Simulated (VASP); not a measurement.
# MnV: single point with LDA

Crystal: MnV.

```
Mn V
1.0
     2.90000    2.90000    0.00000
     2.90000    0.00000    2.90000
     2.90000    0.00000   -2.90000
Mn V
2 2
Direct
  0.00000 0.00000 0.00000
  0.00000 0.50000 0.50000
  0.50000 0.25000 0.75000
  0.50000 0.75000 0.25000
```

* Program: VASP 6.6.1
* Task: single point
* Functional: LDA
* Potentials or basis: VASP PAW LDA potentials, release 64 (Mn_pv, V_sv)
* Cutoff: 520 eV
* k mesh: 10 × 10 × 10
* Occupations: fermi-dirac, width 0.05 eV
* Spin: collinear spin, ferromagnetic start
* Starting moments: [4.0, 4.0, 2.0, 2.0] μB

The pressure is -21.4 GPa and the band gap on the k mesh is zero (filled and empty bands overlap). The net moment is 0.00 μB per cell and the valence electrons inside the program's atomic spheres are Mn 11.94; V 11.65.

Levels at points of the mesh, in eV from the Fermi level:
Spin up:
```tsv
k point	band 23	band 24	band 25	band 26	band 27	band 28	band 29	band 30
(0.00, 0.00, 0.00)	-2.09	-0.81	-0.81	-0.81	0.77	0.77	1.15	1.15
(0.50, 0.00, 0.00)	-0.65	-0.65	0.17	0.19	0.19	0.72	0.83	1.18
(0.00, 0.50, 0.00)	-1.82	-1.82	-1.82	-1.82	1.14	1.14	1.14	1.14
```
Spin down:
| k point | band 22 | band 23 | band 24 | band 25 | band 26 | band 27 | band 28 | band 29 | band 30 | band 31 |
| --- | --- | --- | --- | --- | --- | --- | --- | --- | --- | --- |
| (0.00, 0.00, 0.00) | -2.09 | -2.09 | -0.81 | -0.81 | -0.81 | 0.77 | 0.77 | 1.15 | 1.15 | 2.35 |
| (0.50, 0.00, 0.00) | -1.28 | -0.65 | -0.65 | 0.17 | 0.19 | 0.19 | 0.72 | 0.83 | 1.18 | 1.18 |
| (0.00, 0.50, 0.00) | -1.85 | -1.82 | -1.82 | -1.82 | -1.82 | 1.14 | 1.14 | 1.14 | 1.14 | 1.65 |

Run time: 120 s on 1 thread of Intel(R) Xeon(R) Platinum 8488C (Sapphire Rapids), with other jobs on the host, peak memory 0.25 GiB.

Caveat: the starting moments collapsed, and a magnetic state may lie lower.
